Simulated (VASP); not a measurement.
# CaF2 (Fm-3m) in VASP: a series of runs

The runs below take CaF2 through single point, with PBE.

Everything below comes from runs of VASP 6.6.1. Logs are shortened: lines on timing, memory, paths and dates and some standing lists are left out, and cuts for length are marked.

### Step 1. The cell of the first run

It takes space group Fm-3m (No. 225, cubic). The conventional cell has a = 5.510 Å, b = 5.510 Å, c = 5.510 Å, α = 90.00°, β = 90.00°, γ = 90.00°. Within 3.2 Å of Ca (site symmetry m-3m) lie 8 F at 2.39 Å. Within 3.2 Å of F (site symmetry -43m) lie 4 Ca at 2.39 Å and 6 F at 2.76 Å.

### Step 2. Single point, PBE

Input file INCAR:

```
ALGO = Normal
EDIFF = 1E-6
ENCUT = 600
GGA = PE
GGA_COMPAT = F
ISIF = 2
ISMEAR = -1
LASPH = T
LCHARG = F
LREAL = F
LWAVE = F
NBANDS = 19
NELM = 120
PREC = Accurate
SIGMA = 0.1
```

Input file KPOINTS:

```
k-points
0
Gamma
  6 6 6
```

Input file POSCAR:

```
CaF2
1.0
    0.0000000000      2.7551991703      2.7551991703
    2.7551991703      0.0000000000      2.7551991703
    2.7551991703      2.7551991703      0.0000000000
Ca F
1 2
Direct
    0.0000000000      0.0000000000      0.0000000000
    0.2499999986      0.2499999986      0.2499999986
    0.7500000014      0.7500000014      0.7500000014
```

Potentials or basis: VASP PAW PBE potentials, release 64 (Ca_sv, F).

On the command line:

```sh
$ cat potpaw_PBE.64/Ca_sv/POTCAR potpaw_PBE.64/F/POTCAR > POTCAR
$ mpirun -np 1 vasp_std > vasp.out
```

OUTCAR:

```text
EDIFF = 1E-6
   ENCUT = 600
   GGA = PE
   ISIF = 2
   ISMEAR = -1
   LASPH = T
   LREAL = F
   NELM = 120
   PREC = Accurate

 ion  position               nearest neighbor table
   1  0.000  0.000  0.000-   2 2.39   3 2.39   3 2.39   3 2.39   3 2.39   2 2.39   2 2.39   2 2.39

   2  0.250  0.250  0.250-   1 2.39   1 2.39   1 2.39   1 2.39
   3  0.750  0.750  0.750-   1 2.39   1 2.39   1 2.39   1 2.39

  LATTYP: Found a face centered cubic cell.
 ALAT       =     5.5103983406

  Lattice vectors:

 A1 = (   0.0000000000,   2.7551991703,   2.7551991703)
 A2 = (   2.7551991703,   0.0000000000,   2.7551991703)
 A3 = (   2.7551991703,   2.7551991703,   0.0000000000)

Analysis of symmetry for initial positions (statically):
=====================================================================
 Subroutine PRICEL returns:
 Original cell was already a primitive cell.

 Routine SETGRP: Setting up the symmetry group for a
 face centered cubic supercell.

 Subroutine GETGRP returns: Found 48 space group operations
 (whereof 48 operations were pure point group operations)
 out of a pool of 48 trial point group operations.

The static configuration has the point symmetry O_h .

Analysis of symmetry for dynamics (positions and initial velocities):
=====================================================================
 Subroutine PRICEL returns:
 Original cell was already a primitive cell.

 Routine SETGRP: Setting up the symmetry group for a
 face centered cubic supercell.

 Subroutine GETGRP returns: Found 48 space group operations
 (whereof 48 operations were pure point group operations)
 out of a pool of 48 trial point group operations.

The dynamic configuration has the point symmetry O_h .

 Subroutine INISYM returns: Found 48 space group operations
 (whereof 48 operations are pure point group operations),
 and found     1 'primitive' translations

----------------------------------------------------------------------------------------

                                     Primitive cell

  volume of cell :      41.8301

  direct lattice vectors                    reciprocal lattice vectors
     0.000000000  2.755199170  2.755199170    -0.181475084  0.181475084  0.181475084
     2.755199170  0.000000000  2.755199170     0.181475084 -0.181475084  0.181475084
     2.755199170  2.755199170  0.000000000     0.181475084  0.181475084 -0.181475084

  length of vectors
     3.896440034  3.896440034  3.896440034     0.314324065  0.314324065  0.314324065

  position of ions in fractional coordinates (direct lattice)
     0.000000000  0.000000000  0.000000000
     0.249999999  0.249999999  0.249999999
     0.750000001  0.750000001  0.750000001

  ion indices of the primitive-cell ions
   primitive index   ion index
                 1           1
                 2           2
                 3           3

----------------------------------------------------------------------------------------

 KPOINTS: k-points

Automatic generation of k-mesh.
 Grid dimensions read from file:
 generate k-points for:    6    6    6

 Generating k-lattice:

  Cartesian coordinates                     Fractional coordinates (reciprocal lattice)
    -0.030245847  0.030245847  0.030245847     0.166666667  0.000000000  0.000000000
     0.030245847 -0.030245847  0.030245847     0.000000000  0.166666667  0.000000000
     0.030245847  0.030245847 -0.030245847     0.000000000  0.000000000  0.166666667

  Length of vectors
     0.052387344  0.052387344  0.052387344

  Shift w.r.t. Gamma in fractional coordinates (k-lattice)
     0.000000000  0.000000000  0.000000000

 Subroutine IBZKPT returns following result:
 ===========================================

 Found     16 irreducible k-points:

 Following reciprocal coordinates:
            Coordinates               Weight
  0.000000  0.000000  0.000000      1.000000
  0.166667  0.000000  0.000000      8.000000
  0.333333  0.000000  0.000000      8.000000
  0.500000  0.000000  0.000000      4.000000
  0.166667  0.166667  0.000000      6.000000
  0.333333  0.166667  0.000000     24.000000
[... 8 lines left out ...]
 -0.333333  0.333333  0.166667     24.000000
 -0.333333  0.500000  0.166667     12.000000
   k-points           NKPTS =     16   k-points in BZ     NKDIM =     16   number of bands    NBANDS=     19
   number of dos      NEDOS =    301   number of ions     NIONS =      3
   total plane-waves  NPLWV =  32768
   dimension x,y,z NGX =    32 NGY =   32 NGZ =   32
   dimension x,y,z NGXF=    64 NGYF=   64 NGZF=   64
   ions per type =               1   2
   NGX,Y,Z   is equivalent  to a cutoff of  13.65, 13.65, 13.65 a.u.
   NGXF,Y,Z  is equivalent  to a cutoff of  27.31, 27.31, 27.31 a.u.
 SYSTEM =  unknown system
   PREC   = accura    normal or accurate (medium, high low for compatibility)
   ISTART =      0    job   : 0-new  1-cont  2-samecut
   ICHARG =      2    charge: 1-file 2-atom 10-const
   ISPIN  =      1    spin polarized calculation?
   LNONCOLLINEAR =      F non collinear calculations
   LSORBIT =      F    spin-orbit coupling
   LASPH  =      T    aspherical Exc in radial PAW
   ENCUT  =  600.0 eV  44.10 Ry    6.64 a.u.   7.78  7.78  7.78*2*pi/ulx,y,z
   NELM   =    120;   NELMIN=  2; NELMDL= -5     # of ELM steps
   EDIFF  = 0.1E-05   stopping-criterion for ELM
   LREAL  =      F    real-space projection
   EDIFFG = 0.1E-04   stopping-criterion for IOM
   NSW    =      0    number of steps for IOM
   IBRION =     -1    ionic relax: 0-MD 1-quasi-New 2-CG
   NFREE  =      0    steps in history (QN), initial steepest desc. (CG)
   ISIF   =      2    stress and relaxation
   ISYM   =      2    0-nonsym 1-usesym 2-fastsym
   POTIM  = 0.5000    time-step for ionic-motion
   TEBEG  =    0.0;   TEEND  =   0.0 temperature during run
   PSTRESS=    0.0 pullay stress
   NELECT =      24.0000    total number of electrons
   NUPDOWN=      -1.0000    fix difference up-down
   EMIN   =  10.00;   EMAX   =-10.00  energy-range for DOS
   EFERMI =   0.00;   METHOD = LEGACY
   ISMEAR =    -1;   SIGMA  =   0.10  broadening in eV -4-tet -1-fermi 0-gaus
   EFERMI_NEDOS =   21; number of points for ismear=-14 and -15
   IALGO  =     38    algorithm
   IMIX   =      4    mixing-type and parameters
     AMIX     =   0.40;   BMIX     =  1.00
     AMIX_MAG =   1.60;   BMIX_MAG =  1.00
  volume/ion in A,a.u.               =      13.94        94.09
  Fermi-wavevector in a.u.,A,eV,Ry     =   1.360345  2.570678 25.178088  1.850537
  Thomas-Fermi vector in A             =   2.487015
   LORBIT       =      0    0 simple, 1 ext, 2 COOP (PROOUT), +10 PAW based schemes
   GGA     = PE    functional components
   LHFCALC =     F    Hartree Fock is set to
   AEXX    =    0.0000 exact exchange contribution
   IVDW    =     0    specifies the selected vdW correction
   LEPSILON=     F    determine dielectric tensor
   LRPA    =     F    only Hartree local field effects (RPA)
 non-spin polarized calculation
  energy-cutoff  :      600.00
  volume of cell :       41.83
 maximum number of plane-waves:      1411
   NGX = 15   NGY = 15   NGZ = 15

 number of electron      24.0000002 magnetization

 Free energy of the ion-electron system (eV)
  ---------------------------------------------------
  ext. energy  EPLUGINS =         0.00000000
  ---------------------------------------------------
  free energy    TOTEN  =       -17.34471648 eV

  energy without entropy =      -17.34471648  energy(sigma->0) =      -17.34471648

 E-fermi :   1.1992     XC(G=0):  -9.5007

 val. band max:       -1.1106655863   @ k =   0.5000   0.5000   0.0000
 cond. band min:       6.0140771646   @ k =   0.0000   0.0000   0.0000
 fundamental gap:      7.1247427510
 Fermi energy:         1.1991585877

 k-point     1 :       0.0000    0.0000    0.0000
  band No.  band energies     occupation
      1     -37.2633      2.00000
      2     -20.9812      2.00000
      3     -20.2496      2.00000
      4     -18.2022      2.00000
      5     -18.2022      2.00000
      6     -18.2022      2.00000
[... 11 lines left out ...]
     18       9.9092      0.00000
     19      15.6181      0.00000

 k-point     2 :       0.1667    0.0000    0.0000
  band No.  band energies     occupation
      1     -37.2561      2.00000
      2     -21.0410      2.00000
      3     -20.3171      2.00000
      4     -18.2115      2.00000
      5     -18.2115      2.00000
      6     -18.0891      2.00000
[... 11 lines left out ...]
     18       9.8461      0.00000
     19      14.4756      0.00000

 k-point     3 :       0.3333    0.0000    0.0000
  band No.  band energies     occupation
      1     -37.2417      2.00000
      2     -21.1022      2.00000
      3     -20.5145      2.00000
      4     -18.2301      2.00000
      5     -18.2301      2.00000
      6     -17.8527      2.00000
[... 11 lines left out ...]
     18       9.7197      0.00000
     19      12.8763      0.00000

 k-point     4 :       0.5000    0.0000    0.0000
  band No.  band energies     occupation
      1     -37.2345      2.00000
      2     -21.0962      2.00000
      3     -20.6490      2.00000
      4     -18.2393      2.00000
      5     -18.2393      2.00000
      6     -17.7321      2.00000
[... 11 lines left out ...]
     18       9.6565      0.00000
     19      12.2989      0.00000

 k-point     5 :       0.1667    0.1667    0.0000
  band No.  band energies     occupation
      1     -37.2537      2.00000
      2     -21.0702      2.00000
      3     -20.3225      2.00000
      4     -18.2254      2.00000
      5     -18.2254      2.00000
      6     -18.0373      2.00000
[... 11 lines left out ...]
     18       9.8102      0.00000
     19      15.1071      0.00000

 k-point     6 :       0.3333    0.1667    0.0000
  band No.  band energies     occupation
      1     -37.2417      2.00000
      2     -21.1309      2.00000
      3     -20.4749      2.00000
      4     -18.2462      2.00000
      5     -18.1980      2.00000
      6     -17.8793      2.00000
[... 11 lines left out ...]
     18       9.8566      0.00000
     19      13.8543      0.00000

 k-point     7 :       0.5000    0.1667    0.0000
  band No.  band energies     occupation
      1     -37.2321      2.00000
      2     -21.0811      2.00000
      3     -20.7152      2.00000
      4     -18.2532      2.00000
      5     -18.1322      2.00000
      6     -17.7818      2.00000
[... 11 lines left out ...]
     18      10.5944      0.00000
     19      12.6865      0.00000

 k-point     8 :      -0.3333    0.1667    0.0000
  band No.  band energies     occupation
      1     -37.2345      2.00000
      2     -21.0712      2.00000
      3     -20.6891      2.00000
      4     -18.2395      2.00000
      5     -18.1158      2.00000
      6     -17.8396      2.00000
[... 11 lines left out ...]
     18      10.4087      0.00000
     19      12.9870      0.00000

 k-point     9 :      -0.1667    0.1667    0.0000
  band No.  band energies     occupation
      1     -37.2465      2.00000
      2     -21.0900      2.00000
      3     -20.4437      2.00000
      4     -18.2186      2.00000
      5     -18.1768      2.00000
      6     -17.9814      2.00000
[... 11 lines left out ...]
     18       9.8673      0.00000
     19      14.0017      0.00000

 k-point    10 :       0.3333    0.3333    0.0000
  band No.  band energies     occupation
      1     -37.2346      2.00000
      2     -21.2251      2.00000
      3     -20.4636      2.00000
      4     -18.2716      2.00000
      5     -18.2716      2.00000
      6     -17.7233      2.00000
[... 11 lines left out ...]
     18       9.6454      0.00000
     19      15.0756      0.00000

 k-point    11 :       0.5000    0.3333    0.0000
  band No.  band energies     occupation
      1     -37.2274      2.00000
      2     -21.2033      2.00000
      3     -20.6321      2.00000
      4     -18.2808      2.00000
      5     -18.1861      2.00000
      6     -17.6761      2.00000
[... 11 lines left out ...]
     18      11.3628      0.00000
     19      13.9779      0.00000

 k-point    12 :      -0.3333    0.3333    0.0000
  band No.  band energies     occupation
      1     -37.2274      2.00000
      2     -20.9937      2.00000
      3     -20.8949      2.00000
      4     -18.2649      2.00000
      5     -17.9948      2.00000
      6     -17.8301      2.00000
[... 11 lines left out ...]
     18      12.0228      0.00000
     19      13.6948      0.00000

 k-point    13 :       0.5000    0.5000    0.0000
  band No.  band energies     occupation
      1     -37.2250      2.00000
      2     -21.2936      2.00000
      3     -20.5320      2.00000
      4     -18.2946      2.00000
      5     -18.2946      2.00000
      6     -17.5711      2.00000
[... 11 lines left out ...]
     18      11.9139      0.00000
     19      13.4293      0.00000

 k-point    14 :       0.5000    0.3333    0.1667
  band No.  band energies     occupation
      1     -37.2321      2.00000
      2     -21.1229      2.00000
      3     -20.6636      2.00000
      4     -18.2642      2.00000
      5     -18.1006      2.00000
      6     -17.8117      2.00000
[... 11 lines left out ...]
     18      10.6482      0.00000
     19      13.8982      0.00000

 k-point    15 :      -0.3333    0.3333    0.1667
  band No.  band energies     occupation
      1     -37.2274      2.00000
      2     -20.9973      2.00000
      3     -20.8908      2.00000
      4     -18.2770      2.00000
      5     -17.9647      2.00000
      6     -17.8485      2.00000
[... 11 lines left out ...]
     18      11.9548      0.00000
     19      13.1389      0.00000

 k-point    16 :      -0.3333    0.5000    0.1667
  band No.  band energies     occupation
      1     -37.2250      2.00000
      2     -21.1363      2.00000
      3     -20.7648      2.00000
      4     -18.2961      2.00000
      5     -18.0704      2.00000
      6     -17.7180      2.00000
[... 11 lines left out ...]
     18      13.1882      0.00000
     19      13.2087      0.00000

------------------------ aborting loop because EDIFF is reached ----------------------------------------

  FORCE on cell =-STRESS in cart. coord.  units (eV):
  Direction    XX          YY          ZZ          XY          YZ          ZX
  --------------------------------------------------------------------------------------
  -------------------------------------------------------------------------------------
  Total        0.0541922      0.0541922      0.0541922      0.0000000      0.0000000      0.0000000
  in kB        2.0756701      2.0756701      2.0756701      0.0000000      0.0000000      0.0000000
  external PRESSURE =       2.0756701 kB  Pullay stress =       0.0000000 kB

 VOLUME and BASIS-vectors are now :
 -----------------------------------------------------------------------------
  energy-cutoff  :      600.00
  volume of cell :       41.83
      direct lattice vectors                 reciprocal lattice vectors
     0.000000000  2.755199170  2.755199170    -0.181475084  0.181475084  0.181475084
     2.755199170  0.000000000  2.755199170     0.181475084 -0.181475084  0.181475084
     2.755199170  2.755199170  0.000000000     0.181475084  0.181475084 -0.181475084

 POSITION                                       TOTAL-FORCE (eV/Angst)
 -----------------------------------------------------------------------------------
      0.00000      0.00000      0.00000         0.000000      0.000000      0.000000
      1.37760      1.37760      1.37760         0.000000      0.000000      0.000000
      4.13280      4.13280      4.13280        -0.000000     -0.000000     -0.000000
 -----------------------------------------------------------------------------------
    total drift:                               -0.000000     -0.000000     -0.000000

  FREE ENERGIE OF THE ION-ELECTRON SYSTEM (eV)
  ---------------------------------------------------
  free  energy   TOTEN  =       -17.3447164760 eV

  energy  without entropy=      -17.3447164760  energy(sigma->0) =      -17.34471648
```

Run time: 9.2 s. Hardware: 1 thread of Intel Xeon Platinum 8375C at 2.90GHz (Ice Lake), shared host; peak memory 0.18 GiB.

What came out:

| Property | Result |
| --- | --- |
| Free energy | -17.3447 eV |
| Pressure | 0.2 GPa |
| Band gap on the k mesh | 7.12 eV (least direct gap 7.38 eV) |

Levels at points of the mesh, in eV from the valence-band top:
```tsv
k point	band 10	band 11	band 12	band 13	band 14	band 15
(0.00, 0.00, 0.00)	-0.25	-0.25	-0.25	7.12	9.06	9.06
(0.50, 0.00, 0.00)	-1.20	-0.82	-0.82	9.27	9.27	9.58
(0.50, 0.50, 0.00)	-0.35	-0.35	0.00	8.04	9.37	9.94
```

A k mesh can miss the band edges. PBE gaps usually lie below the measured ones, often by a third to a half.

### Step 3. Single point, PBE

This run uses another cell than the first one, of 13.58 Å³/atom.

Input file INCAR:

```
SYSTEM = CaF2
ALGO = Normal
EDIFF = 1E-6
ENCUT = 600
GGA = PE
GGA_COMPAT = .FALSE.
ISIF = 2
ISMEAR = -1
LASPH = .TRUE.
LCHARG = .FALSE.
LREAL = .FALSE.
LWAVE = .FALSE.
NBANDS = 19
NELM = 120
PREC = Accurate
SIGMA = 0.1
```

Input file KPOINTS:

```
k-points
0
G
  6 6 6
  0 0 0
```

Input file POSCAR:

```
CaF2
1.0
    0.0000000000      2.7310000000      2.7310000000
    2.7310000000      0.0000000000      2.7310000000
    2.7310000000      2.7310000000      0.0000000000
Ca F
1 2
Direct
    0.0000000000      0.0000000000      0.0000000000
    0.2500000000      0.2500000000      0.2500000000
    0.7500000000      0.7500000000      0.7500000000
```

Potentials or basis: VASP PAW PBE potentials, release 64 (Ca_sv, F).

On the command line:

```sh
$ cat potpaw_PBE.64/Ca_sv/POTCAR potpaw_PBE.64/F/POTCAR > POTCAR
$ mpirun -np 1 vasp_std > vasp.out
```

It took 9.5 s on 1 thread of Intel Xeon Platinum 8375C at 2.90GHz (Ice Lake), shared host; peak memory 0.17 GiB.

Results (log left out):

```yaml
Free_energy: -17.3336 eV
Pressure: 2.4 GPa
Band_gap_on_the_k_mesh: 7.28 eV (least direct gap 7.54 eV)
```

Levels at points of the mesh, in eV from the valence-band top:
| k point | band 9 | band 10 | band 11 | band 12 | band 13 | band 14 | band 15 | band 16 |
| --- | --- | --- | --- | --- | --- | --- | --- | --- |
| (0.00, 0.00, 0.00) | -2.11 | -0.26 | -0.26 | -0.26 | 7.28 | 9.17 | 9.17 | 11.23 |
| (0.50, 0.00, 0.00) | -1.29 | -1.24 | -0.83 | -0.83 | 9.38 | 9.38 | 9.75 | 10.73 |
| (0.50, 0.50, 0.00) | -1.65 | -0.36 | -0.36 | 0.00 | 8.12 | 9.52 | 10.08 | 10.87 |

A k mesh can miss the band edges.
